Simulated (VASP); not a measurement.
# VCd2 (Fm-3m) in VASP: a series of runs, part 2 of 2

VASP 6.6.1.

## 3. Single point, PBE, collinear spin, ferromagnetic start

This run uses another cell than the first one, of 24.09 Å³/atom, 1.218 times its volume.

Contents of INCAR:

```
SYSTEM = VCd2
PREC = Accurate
ENCUT = 520
EDIFF = 1E-6
ISMEAR = 0
SIGMA = 0.1
LREAL = .FALSE.
LASPH = .TRUE.
NELM = 150
ALGO = Fast
ISIF = 2
LWAVE = .FALSE.
LCHARG = .TRUE.
ISPIN = 2
MAGMOM = 2.64 0 0
LORBIT = 11
LMAXMIX = 4
GGA = PE
LELF = .TRUE.
LVHAR = .TRUE.
NBANDS = 30
```

Contents of KPOINTS:

```
regular mesh
0
G
  6 6 6
  0 0 0
```

Contents of POSCAR:

```
VCd2
1.0
    0.0000000000      3.3060791942      3.3060791942
    3.3060791942      0.0000000000      3.3060791942
    3.3060791942      3.3060791942      0.0000000000
V Cd
1 2
Direct
    0.0000000000      0.0000000000      0.0000000000
    0.2500000000      0.2500000000      0.2500000000
    0.7500000000      0.7500000000      0.7500000000
```

Potentials or basis: VASP PAW PBE potentials, release 64 (V_sv, Cd).

On the command line:

```
$ cat potpaw_PBE.64/V_sv/POTCAR potpaw_PBE.64/Cd/POTCAR > POTCAR
$ mpirun -np 1 vasp_std > vasp.out
```

Wall time 1.7 min (1 thread of Oxide Virtual Turin-like, shared host); peak memory 0.23 GiB.

It converged, with:

```yaml
Free_energy: -8.4192 eV
Pressure: 0.4 GPa
Net_moment: 3.59 μB per cell
Site_moments: V +2.80; Cd +0.05 μB
Valence_electrons_inside_the_program's_atomic_spheres: V 11.41; Cd 10.34
```

Levels at points of the mesh, in eV from the Fermi level:
Spin up:
```
           k point  band 17  band 18  band 19  band 20  band 21  band 22  band 23  band 24
(0.00, 0.00, 0.00)    -1.19    -1.19    -0.11    -0.11     3.30     5.08     5.08     5.08
(0.50, 0.00, 0.00)    -0.83    -0.83    -0.10    -0.07    -0.07     2.81     2.81     4.82
(0.50, 0.50, 0.00)    -2.28    -0.18    -0.11    -0.11    -0.09    -0.09     0.16     2.95
```
Spin down:
```csv
k point,band 13,band 14,band 15,band 16,band 17,band 18,band 19,band 20
"(0.00, 0.00, 0.00)",-7.93,-7.93,-6.81,0.41,0.41,0.41,2.38,2.38
"(0.50, 0.00, 0.00)",-8.40,-8.40,-4.30,-3.89,1.00,1.00,1.93,2.40
"(0.50, 0.50, 0.00)",-8.19,-7.95,-3.39,-2.30,-1.36,0.42,0.42,2.19
```

## 4. Relaxation of cell and atoms, PBE, collinear spin, ferromagnetic start

Contents of INCAR:

```
SYSTEM = VCd2
PREC = Accurate
ENCUT = 600
EDIFF = 1E-7
ISMEAR = 0
SIGMA = 0.1
LREAL = .False.
LASPH = .True.
NELM = 150
ALGO = Normal
ISIF = 3
LWAVE = .False.
LCHARG = .False.
ISPIN = 2
MAGMOM = 2.64 0 0
LORBIT = 11
LMAXMIX = 4
GGA = PE
IBRION = 2
NSW = 90
EDIFFG = -0.04
```

Contents of KPOINTS:

```
Automatic mesh
0
Gamma
  6 6 6
  0 0 0
```

Contents of POSCAR:

```
VCd2
1.0
    0.0000000000      3.0957906954      3.0957906954
    3.0957906954      0.0000000000      3.0957906954
    3.0957906954      3.0957906954      0.0000000000
V Cd
1 2
Direct
    0.0000000000      0.0000000000      0.0000000000
    0.2500000000      0.2500000000      0.2500000000
    0.7500000000      0.7500000000      0.7500000000
```

On the command line:

```
$ cat potpaw_PBE.64/V_sv/POTCAR potpaw_PBE.64/Cd/POTCAR > POTCAR
$ mpirun -np 1 vasp_std > vasp.out
```

It took 4.4 min on 1 thread of Oxide Virtual Turin-like, shared host; peak memory 0.23 GiB.

The run converged. Its results:

* Free energy: -8.4150 eV
* Relaxed volume: 24.29 Å³/atom
* Relaxed cell: a = 4.689 Å, b = 4.689 Å, c = 4.689 Å, α = 60.00°, β = 60.00°, γ = 60.00°
* Space group after relaxing (to 0.05 Å): Fm-3m (No. 225)
* Energy gained by relaxing: 167.9 meV/atom
* Ionic steps: 3
* Pressure after relaxing: 0.1 GPa
* Net moment: 3.61 μB per cell
* Site moments: V +2.81; Cd +0.05 μB
* Valence electrons inside the program's atomic spheres: V 11.40; Cd 10.34

The path:
| step | energy change (eV) | largest force (eV/Å) | pressure (GPa) | volume (Å³) |
| --- | --- | --- | --- | --- |
| 1 | 0.0000 | 0.0000 | 14.23 | 59.34 |
| 2 | -0.4914 | 0.0000 | -1.42 | 75.74 |
| 3 | -0.5037 | 0.0000 | 0.09 | 72.88 |

Final structure:
```
CELL_PARAMETERS angstrom
0.00000 3.31528 3.31528
3.31528 0.00000 3.31528
3.31528 3.31528 0.00000
ATOMIC_POSITIONS crystal
V 0.00000 0.00000 0.00000
Cd 0.25000 0.25000 0.25000
Cd 0.75000 0.75000 0.75000
```

Levels at points of the mesh, in eV from the Fermi level:
Spin up:
```csv
k point,band 16,band 17,band 18,band 19,band 20,band 21,band 22,band 23
"(0.00, 0.00, 0.00)",-1.18,-1.18,-1.18,-0.11,-0.11,3.24,5.04,5.04
"(0.50, 0.00, 0.00)",-4.20,-0.82,-0.82,-0.10,-0.07,-0.07,2.79,2.79
"(0.50, 0.50, 0.00)",-3.08,-2.27,-0.18,-0.11,-0.11,-0.08,-0.08,0.16
```
Spin down:
```tsv
k point	band 14	band 15	band 16	band 17	band 18	band 19
(0.00, 0.00, 0.00)	-7.93	-6.77	0.42	0.42	0.42	2.39
(0.50, 0.00, 0.00)	-8.39	-4.28	-3.86	1.01	1.01	1.94
(0.50, 0.50, 0.00)	-7.94	-3.38	-2.27	-1.36	0.43	0.43
```

Caveat: the volume moved by over 15 % at a fixed basis, so the end points are rough.

## 5. Single point, PBE, collinear spin, ferromagnetic start

This run uses another cell than the first one, of 24.21 Å³/atom, 1.224 times its volume.

Contents of INCAR:

```
  ALGO = Fast
  EDIFF = 1E-6
  ENCUT = 520
  GGA = PE
  ISIF = 2
  ISMEAR = 0
  ISPIN = 2
  LASPH = T
  LCHARG = T
  LELF = T
  LMAXMIX = 4
  LORBIT = 11
  LREAL = F
  LVHAR = T
  LWAVE = F
  MAGMOM = 3.11 0 0
  NBANDS = 30
  NELM = 150
  PREC = Accurate
  SIGMA = 0.1
```

Contents of KPOINTS:

```
k-points
0
Gamma
  12 12 12
```

Contents of POSCAR:

```
VCd2
1.0
    0.0000000000      3.3117471835      3.3117471835
    3.3117471835      0.0000000000      3.3117471835
    3.3117471835      3.3117471835      0.0000000000
V Cd
1 2
Direct
    0.0000000000      0.0000000000      0.0000000000
    0.2500000000      0.2500000000      0.2500000000
    0.7500000000      0.7500000000      0.7500000000
```

Potentials or basis: VASP PAW PBE potentials, release 64 (V_sv, Cd).

On the command line:

```
$ cat potpaw_PBE.64/V_sv/POTCAR potpaw_PBE.64/Cd/POTCAR > POTCAR
$ mpirun -np 1 vasp_std > vasp.out
```

OUTCAR:

```text
EDIFF = 1E-6
   ENCUT = 520
   GGA = PE
   ISIF = 2
   ISMEAR = 0
   ISPIN = 2
   LASPH = T
   LORBIT = 11
   LREAL = F
   NELM = 150
   PREC = Accurate

 ion  position               nearest neighbor table
   1  0.000  0.000  0.000-   3 2.87   3 2.87   3 2.87   2 2.87   3 2.87   2 2.87   2 2.87   2 2.87

   2  0.250  0.250  0.250-   1 2.87   1 2.87   1 2.87   1 2.87   3 3.31   3 3.31   3 3.31   3 3.31
                             3 3.31   3 3.31
   3  0.750  0.750  0.750-   1 2.87   1 2.87   1 2.87   1 2.87   2 3.31   2 3.31   2 3.31   2 3.31
                             2 3.31   2 3.31

  LATTYP: Found a face centered cubic cell.
 ALAT       =     6.6234943670

  Lattice vectors:

 A1 = (   0.0000000000,   3.3117471835,   3.3117471835)
 A2 = (   3.3117471835,   0.0000000000,   3.3117471835)
 A3 = (   3.3117471835,   3.3117471835,   0.0000000000)

Analysis of symmetry for initial positions (statically):
=====================================================================
 Subroutine PRICEL returns:
[... 995 lines left out ...]
      1     -59.2781      1.00000
      2     -33.2009      1.00000
      3     -33.2009      1.00000
      4     -33.2009      1.00000
      5      -6.2708      1.00000
      6      -6.2708      1.00000
[... 781 lines left out ...]
     29      13.0133      0.00000
     30      13.2770      0.00000

 [... further k-points ...]
[... 5 lines left out ...]
  --------------------------------------------------------------------------------------
  -------------------------------------------------------------------------------------
  Total        0.1070589      0.1070589      0.1070589      0.0000000     -0.0000000      0.0000000
  in kB        2.3611946      2.3611946      2.3611946      0.0000000     -0.0000000      0.0000000
  external PRESSURE =       2.3611946 kB  Pullay stress =       0.0000000 kB

 VOLUME and BASIS-vectors are now :
 -----------------------------------------------------------------------------
  energy-cutoff  :      520.00
  volume of cell :       72.64
      direct lattice vectors                 reciprocal lattice vectors
     0.000000000  3.311747184  3.311747184    -0.150977708  0.150977708  0.150977708
     3.311747184  0.000000000  3.311747184     0.150977708 -0.150977708  0.150977708
     3.311747184  3.311747184  0.000000000     0.150977708  0.150977708 -0.150977708

 POSITION                                       TOTAL-FORCE (eV/Angst)
 -----------------------------------------------------------------------------------
      0.00000      0.00000      0.00000        -0.000000      0.000000     -0.000000
      1.65587      1.65587      1.65587         0.000000      0.000000      0.000000
      4.96762      4.96762      4.96762        -0.000000     -0.000000     -0.000000
 -----------------------------------------------------------------------------------
    total drift:                                0.000000      0.000000      0.000000

  FREE ENERGIE OF THE ION-ELECTRON SYSTEM (eV)
  ---------------------------------------------------
  free  energy   TOTEN  =        -8.4164416256 eV

  energy  without entropy=       -8.3932455973  energy(sigma->0) =       -8.40484361

 total charge

# of ion       s       p       d       tot
------------------------------------------
    1        2.221   6.072   3.113  11.406
    2        0.601   0.271   9.467  10.340
    3        0.601   0.271   9.467  10.340
--------------------------------------------------
tot          3.424   6.613  22.048  32.086

 magnetization (x)

# of ion       s       p       d       tot
------------------------------------------
    1        0.052   0.024   2.731   2.806
    2       -0.031   0.062   0.021   0.052
    3       -0.031   0.062   0.021   0.052
--------------------------------------------------
tot         -0.010   0.147   2.773   2.911
```

Run time: 7.9 min. Hardware: 1 thread of Oxide Virtual Turin-like, shared host; peak memory 0.36 GiB.

Results:

| Property | Result |
| --- | --- |
| Free energy | -8.4164 eV |
| Pressure | 0.2 GPa |
| Net moment | 3.60 μB per cell |
| Site moments | V +2.81; Cd +0.05 μB |
| Valence electrons inside the program's atomic spheres | V 11.41; Cd 10.34 |

## 6. Summary

| task | cell | k mesh | cutoff (eV) | gap on the mesh (eV) | pressure (GPa) | moment (μB) |
| --- | --- | --- | --- | --- | --- | --- |
| single point | a = 4.378 Å, angles 60.0°, 3 atoms | 6 × 6 × 6 | 520 | none | 14.3 | 3.05 |
| single point | a = 4.676 Å, angles 60.0°, 3 atoms | 6 × 6 × 6 | 520 | none | 0.4 | 3.59 |
| relaxation of cell and atoms | relaxed from a = 4.378 Å, angles 60.0°, 3 atoms | 6 × 6 × 6 | 600 | none | 0.1 | 3.61 |
| single point | a = 4.684 Å, angles 60.0°, 3 atoms | 12 × 12 × 12 | 520 | none | 0.2 | 3.60 |

Alike in all rows: level PBE; potentials or basis VASP PAW PBE potentials, release 64 (V_sv, Cd); spin collinear, ferromagnetic start; smearing gaussian 0.1 eV.

Caveats: the volume moved by over 15 % at a fixed basis, so the end points are rough (some runs).

Total energies depend on the potentials used, so only differences within one code and one set of settings carry meaning.
